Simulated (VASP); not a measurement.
# Mg (Fm-3m) in VASP: a series of runs

Runs on Mg. Level: LDA. Tasks: single point.

All numbers are computed with VASP 6.6.1; they aren't measurements. Logs are shortened: lines on timing, memory, paths and dates and some standing lists are left out, and cuts for length are marked.

### Step 1. The cell of the first run

It takes space group Fm-3m (No. 225, cubic). Conventional cell: a = 4.412 Å, b = 4.412 Å, c = 4.412 Å, α = 90.00°, β = 90.00°, γ = 90.00°. Within 4.1 Å of Mg (site symmetry m-3m) lie 12 Mg at 3.12 Å.

### Step 2. Single point, LDA

The input, INCAR:

```
SYSTEM = Mg
PREC = Accurate ; ENCUT = 520
EDIFF = 1E-7 ; ISMEAR = 0
SIGMA = 0.1 ; LREAL = .FALSE.
LASPH = .TRUE. ; NELM = 80
ALGO = Normal ; ISIF = 2
LWAVE = .FALSE. ; LCHARG = .FALSE.
GGA = CA ; NBANDS = 7
```

The input, KPOINTS:

```
regular mesh
0
G
  9 9 9
  0 0 0
```

The input, POSCAR:

```
Mg
1.0
    0.0000000000      2.2062104128      2.2062104128
    2.2062104128      0.0000000000      2.2062104128
    2.2062104128      2.2062104128      0.0000000000
Mg
1
Direct
    0.0000000000      0.0000000000      0.0000000000
```

Potentials or basis: VASP PAW LDA potentials, release 64 (Mg).

Started as:

```console
$ cat potpaw_LDA.64/Mg/POTCAR > POTCAR
$ mpirun -np 1 vasp_std > vasp.out
```

OUTCAR:

```text
SYSTEM = Mg
   PREC = Accurate
   ENCUT = 520
   EDIFF = 1E-7
   ISMEAR = 0
   LREAL = .FALSE.
   LASPH = .TRUE.
   NELM = 80
   ISIF = 2
   GGA = CA

 ion  position               nearest neighbor table
   1  0.000  0.000  0.000-

  LATTYP: Found a face centered cubic cell.
 ALAT       =     4.4124208256

  Lattice vectors:

 A1 = (   0.0000000000,   2.2062104128,   2.2062104128)
 A2 = (   2.2062104128,   0.0000000000,   2.2062104128)
 A3 = (   2.2062104128,   2.2062104128,   0.0000000000)

Analysis of symmetry for initial positions (statically):
=====================================================================
 Subroutine PRICEL returns:
 Original cell was already a primitive cell.

 Routine SETGRP: Setting up the symmetry group for a
 face centered cubic supercell.

 Subroutine GETGRP returns: Found 48 space group operations
 (whereof 48 operations were pure point group operations)
 out of a pool of 48 trial point group operations.

The static configuration has the point symmetry O_h .

Analysis of symmetry for dynamics (positions and initial velocities):
=====================================================================
 Subroutine PRICEL returns:
 Original cell was already a primitive cell.

 Routine SETGRP: Setting up the symmetry group for a
 face centered cubic supercell.

 Subroutine GETGRP returns: Found 48 space group operations
 (whereof 48 operations were pure point group operations)
 out of a pool of 48 trial point group operations.

The dynamic configuration has the point symmetry O_h .

 Subroutine INISYM returns: Found 48 space group operations
 (whereof 48 operations are pure point group operations),
 and found     1 'primitive' translations

----------------------------------------------------------------------------------------

                                     Primitive cell

  volume of cell :      21.4769

  direct lattice vectors                    reciprocal lattice vectors
     0.000000000  2.206210413  2.206210413    -0.226632962  0.226632962  0.226632962
     2.206210413  0.000000000  2.206210413     0.226632962 -0.226632962  0.226632962
     2.206210413  2.206210413  0.000000000     0.226632962  0.226632962 -0.226632962

  length of vectors
     3.120052687  3.120052687  3.120052687     0.392539804  0.392539804  0.392539804

  position of ions in fractional coordinates (direct lattice)
     0.000000000  0.000000000  0.000000000

  ion indices of the primitive-cell ions
   primitive index   ion index
                 1           1

----------------------------------------------------------------------------------------

 KPOINTS: regular mesh

Automatic generation of k-mesh.
 Grid dimensions read from file:
 generate k-points for:    9    9    9

 Generating k-lattice:

  Cartesian coordinates                     Fractional coordinates (reciprocal lattice)
    -0.025181440  0.025181440  0.025181440     0.111111111  0.000000000  0.000000000
     0.025181440 -0.025181440  0.025181440     0.000000000  0.111111111  0.000000000
     0.025181440  0.025181440 -0.025181440     0.000000000  0.000000000  0.111111111

  Length of vectors
     0.043615534  0.043615534  0.043615534

  Shift w.r.t. Gamma in fractional coordinates (k-lattice)
     0.000000000  0.000000000  0.000000000

 Subroutine IBZKPT returns following result:
 ===========================================

 Found     35 irreducible k-points:

 Following reciprocal coordinates:
            Coordinates               Weight
  0.000000  0.000000  0.000000      1.000000
  0.111111  0.000000  0.000000      8.000000
  0.222222  0.000000  0.000000      8.000000
  0.333333  0.000000  0.000000      8.000000
  0.444444  0.000000  0.000000      8.000000
  0.111111  0.111111  0.000000      6.000000
[... 16 lines left out ...]
 -0.333333  0.333333  0.000000     12.000000
  0.444444  0.444444  0.000000      6.000000
 [... further k-points ...]
   k-points           NKPTS =     35   k-points in BZ     NKDIM =     35   number of bands    NBANDS=      7
   number of dos      NEDOS =    301   number of ions     NIONS =      1
   total plane-waves  NPLWV =  13824
   dimension x,y,z NGX =    24 NGY =   24 NGZ =   24
   dimension x,y,z NGXF=    48 NGYF=   48 NGZF=   48
   ions per type =               1
   NGX,Y,Z   is equivalent  to a cutoff of  12.79, 12.79, 12.79 a.u.
   NGXF,Y,Z  is equivalent  to a cutoff of  25.58, 25.58, 25.58 a.u.
 SYSTEM =  Mg
   PREC   = accura    normal or accurate (medium, high low for compatibility)
   ISTART =      0    job   : 0-new  1-cont  2-samecut
   ICHARG =      2    charge: 1-file 2-atom 10-const
   ISPIN  =      1    spin polarized calculation?
   LNONCOLLINEAR =      F non collinear calculations
   LSORBIT =      F    spin-orbit coupling
   LASPH  =      T    aspherical Exc in radial PAW
   ENCUT  =  520.0 eV  38.22 Ry    6.18 a.u.   5.80  5.80  5.80*2*pi/ulx,y,z
   NELM   =     80;   NELMIN=  2; NELMDL= -5     # of ELM steps
   EDIFF  = 0.1E-06   stopping-criterion for ELM
   LREAL  =      F    real-space projection
   EDIFFG = 0.1E-05   stopping-criterion for IOM
   NSW    =      0    number of steps for IOM
   IBRION =     -1    ionic relax: 0-MD 1-quasi-New 2-CG
   NFREE  =      0    steps in history (QN), initial steepest desc. (CG)
   ISIF   =      2    stress and relaxation
   ISYM   =      2    0-nonsym 1-usesym 2-fastsym
   POTIM  = 0.5000    time-step for ionic-motion
   TEBEG  =    0.0;   TEEND  =   0.0 temperature during run
   PSTRESS=    0.0 pullay stress
   NELECT =       2.0000    total number of electrons
   NUPDOWN=      -1.0000    fix difference up-down
   EMIN   =  10.00;   EMAX   =-10.00  energy-range for DOS
   EFERMI =   0.00;   METHOD = LEGACY
   ISMEAR =     0;   SIGMA  =   0.10  broadening in eV -4-tet -1-fermi 0-gaus
   EFERMI_NEDOS =   21; number of points for ismear=-14 and -15
   IALGO  =     38    algorithm
   IMIX   =      4    mixing-type and parameters
     AMIX     =   0.40;   BMIX     =  1.00
     AMIX_MAG =   1.60;   BMIX_MAG =  1.00
  volume/ion in A,a.u.               =      21.48       144.93
  Fermi-wavevector in a.u.,A,eV,Ry     =   0.742041  1.402254  7.491706  0.550625
  Thomas-Fermi vector in A             =   1.836825
   LORBIT       =      0    0 simple, 1 ext, 2 COOP (PROOUT), +10 PAW based schemes
   GGA     = CA    functional components
   LHFCALC =     F    Hartree Fock is set to
   AEXX    =    0.0000 exact exchange contribution
   IVDW    =     0    specifies the selected vdW correction
   LEPSILON=     F    determine dielectric tensor
   LRPA    =     F    only Hartree local field effects (RPA)
 non-spin polarized calculation
 Gauss-broadening in eV      SIGMA  =   0.10
  energy-cutoff  :      520.00
  volume of cell :       21.48
 maximum number of plane-waves:       589
   NGX = 11   NGY = 11   NGZ = 11

 number of electron       2.0000000 magnetization

 Free energy of the ion-electron system (eV)
  ---------------------------------------------------
  ext. energy  EPLUGINS =         0.00000000
  ---------------------------------------------------
  free energy    TOTEN  =        -1.79223687 eV

  energy without entropy =       -1.78978915  energy(sigma->0) =       -1.79101301

 E-fermi :   2.7623     XC(G=0):  -8.8979

 val. band max:        2.7496964953   @ k =  -0.4444   0.4444   0.0000
 cond. band min:       2.8863634448   @ k =  -0.3333   0.4444   0.2222
 fundamental gap:      0.1366669495
 Fermi energy:         2.7623493241

 k-point     1 :       0.0000    0.0000    0.0000
  band No.  band energies     occupation
      1      -4.3875      2.00000
      2      15.5276      0.00000
      3      15.5276      0.00000
      4      15.5276      0.00000
      5      17.6939      0.00000
      6      17.6939      0.00000
      7      17.6939      0.00000

 k-point     2 :       0.1111    0.0000    0.0000
  band No.  band energies     occupation
      1      -4.1011      2.00000
      2      12.5001      0.00000
      3      15.0472      0.00000
      4      15.0472      0.00000
      5      17.5354      0.00000
      6      18.6487      0.00000
      7      18.6487      0.00000

 k-point     3 :       0.2222    0.0000    0.0000
  band No.  band energies     occupation
      1      -3.2474      2.00000
      2       8.8093      0.00000
      3      14.4762      0.00000
      4      14.4762      0.00000
      5      17.0102      0.00000
      6      18.2056      0.00000
      7      18.2056      0.00000

 k-point     4 :       0.3333    0.0000    0.0000
  band No.  band energies     occupation
      1      -1.8427      2.00000
      2       5.4643      0.00000
      3      14.2487      0.00000
      4      14.2487      0.00000
      5      16.6070      0.00000
      6      16.6070      0.00000
      7      16.7698      0.00000

 k-point     5 :       0.4444    0.0000    0.0000
  band No.  band energies     occupation
      1       0.0805      2.00000
      2       2.5650      1.99475
      3      14.3560      0.00000
      4      14.3560      0.00000
      5      15.5703      0.00000
      6      15.5703      0.00000
      7      16.8729      0.00000
[... 161 lines left out ...]
 k-point    22 :      -0.4444    0.3333    0.0000
  band No.  band energies     occupation
      1       2.1934      2.00000
      2       4.5407      0.00000
      3       5.7834      0.00000
      4      10.7496      0.00000
      5      11.8298      0.00000
      6      17.7846      0.00000
      7      23.0517      0.00000

 k-point    23 :      -0.3333    0.3333    0.0000
  band No.  band energies     occupation
      1       2.2140      2.00000
      2       4.1077      0.00000
      3       5.4609      0.00000
      4      11.4611      0.00000
      5      12.7180      0.00000
      6      21.1139      0.00000
      7      22.0929      0.00000

 k-point    24 :       0.4444    0.4444    0.0000
  band No.  band energies     occupation
      1       1.4971      2.00000
      2       4.8801      0.00000
      3       9.1487      0.00000
      4      10.1211      0.00000
      5      10.1211      0.00000
      6      13.1959      0.00000
      7      26.5448      0.00000

 [... further k-points ...]
[... 5 lines left out ...]
  --------------------------------------------------------------------------------------
  -------------------------------------------------------------------------------------
  Total        0.0261367      0.0261367      0.0261367      0.0000000      0.0000000      0.0000000
  in kB        1.9498035      1.9498035      1.9498035      0.0000000      0.0000000      0.0000000
  external PRESSURE =       1.9498035 kB  Pullay stress =       0.0000000 kB

 VOLUME and BASIS-vectors are now :
 -----------------------------------------------------------------------------
  energy-cutoff  :      520.00
  volume of cell :       21.48
      direct lattice vectors                 reciprocal lattice vectors
     0.000000000  2.206210413  2.206210413    -0.226632962  0.226632962  0.226632962
     2.206210413  0.000000000  2.206210413     0.226632962 -0.226632962  0.226632962
     2.206210413  2.206210413  0.000000000     0.226632962  0.226632962 -0.226632962

 POSITION                                       TOTAL-FORCE (eV/Angst)
 -----------------------------------------------------------------------------------
      0.00000      0.00000      0.00000         0.000000      0.000000      0.000000
 -----------------------------------------------------------------------------------
    total drift:                                0.000000     -0.000000     -0.000000

  FREE ENERGIE OF THE ION-ELECTRON SYSTEM (eV)
  ---------------------------------------------------
  free  energy   TOTEN  =        -1.7922368691 eV

  energy  without entropy=       -1.7897891523  energy(sigma->0) =       -1.79101301
```

Wall time 8.8 s (1 thread of AMD EPYC 7R13, shared host); peak memory 0.09 GiB.

What came out:

* Free energy: -1.7922 eV
* Pressure: 0.2 GPa
* Band gap on the k mesh: zero (band 1 reaches 3.43 eV, above the bottom of band 2 at 1.98 eV)

### Step 3. Single point, LDA

This run uses another cell than the first one, of 22.16 Å³/atom, 1.032 times its volume.

The input, INCAR:

```
SYSTEM = Mg
ALGO = Normal
EDIFF = 1E-6
ENCUT = 520
ISIF = 2
ISMEAR = 0
LASPH = .TRUE.
LCHARG = .TRUE.
LELF = .TRUE.
LREAL = .FALSE.
LVHAR = .TRUE.
LWAVE = .FALSE.
NBANDS = 7
NELM = 100
PREC = Accurate
SIGMA = 0.1
```

The input, KPOINTS:

```
k-points
0
G
  9 9 9
  0 0 0
```

The input, POSCAR:

```
Mg
1.0
    0.0000000000      2.2291934254      2.2291934254
    2.2291934254      0.0000000000      2.2291934254
    2.2291934254      2.2291934254      0.0000000000
Mg
1
Direct
    0.0000000000      0.0000000000      0.0000000000
```

Potentials or basis: VASP PAW LDA potentials, release 64 (Mg).

Started as:

```console
$ cat potpaw_LDA.64/Mg/POTCAR > POTCAR
$ mpirun -np 1 vasp_std > vasp.out
```

Run time: 9.7 s. Hardware: 1 thread of AMD EPYC 7R13, shared host; peak memory 0.09 GiB.

The run converged. Its results:

```yaml
Free_energy: -1.7905 eV
Pressure: -1.0 GPa
Band_gap_on_the_k_mesh: zero (band 1 reaches 3.26 eV, above the bottom of band 2 at 1.81 eV)
```

Levels at points of the mesh, in eV from the Fermi level:
| k point | band 1 | band 2 | band 3 | band 4 | band 5 |
| --- | --- | --- | --- | --- | --- |
| (0.00, 0.00, 0.00) | -7.01 | 12.57 | 12.57 | 12.57 | 14.56 |

### Step 4. Single point, LDA

This run uses another cell than the first one, of 22.83 Å³/atom, 1.063 times its volume.

The input, INCAR:

```
SYSTEM = Mg
PREC = Accurate
ENCUT = 520
EDIFF = 1E-6
ISMEAR = 0
SIGMA = 0.1
LREAL = .FALSE.
LASPH = .TRUE.
NELM = 100
ALGO = Normal
ISIF = 2
LWAVE = .FALSE.
LCHARG = .FALSE.
NBANDS = 7
```

The input, KPOINTS:

```
Automatic mesh
0
G
  9 9 9
  0 0 0
```

The input, POSCAR:

```
Mg
1.0
    0.0000000000      2.2517120548      2.2517120548
    2.2517120548      0.0000000000      2.2517120548
    2.2517120548      2.2517120548      0.0000000000
Mg
1
Direct
    0.0000000000      0.0000000000      0.0000000000
```

Started as:

```console
$ cat potpaw_LDA.64/Mg/POTCAR > POTCAR
$ mpirun -np 1 vasp_std > vasp.out
```

Wall time 11 s (1 thread of AMD EPYC 7R13, shared host); peak memory 0.09 GiB.

It converged, with:

* Free energy: -1.7841 eV
* Pressure: -2.0 GPa
* Band gap on the k mesh: zero (band 1 reaches 3.10 eV, above the bottom of band 2 at 1.66 eV)

Levels at points of the mesh, in eV from the Fermi level:
| k point | band 1 | band 2 | band 3 | band 4 | band 5 |
| --- | --- | --- | --- | --- | --- |
| (0.00, 0.00, 0.00) | -6.88 | 12.39 | 12.39 | 12.39 | 14.21 |

### Step 5. Summary

```csv
cell,gap on the mesh (eV),pressure (GPa)
"a = 3.120 Å, angles 60.0°, 1 atom",none,0.2
"a = 3.153 Å, angles 60.0°, 1 atom",none,-1.0
"a = 3.184 Å, angles 60.0°, 1 atom",none,-2.0
```

Alike in all rows: task single point; level LDA; potentials or basis VASP PAW LDA potentials, release 64 (Mg); no spin polarisation; k mesh 9 × 9 × 9; cutoff (eV) 520; smearing gaussian 0.1 eV.

Total energies depend on the potentials used, so only differences within one code and one set of settings carry meaning.
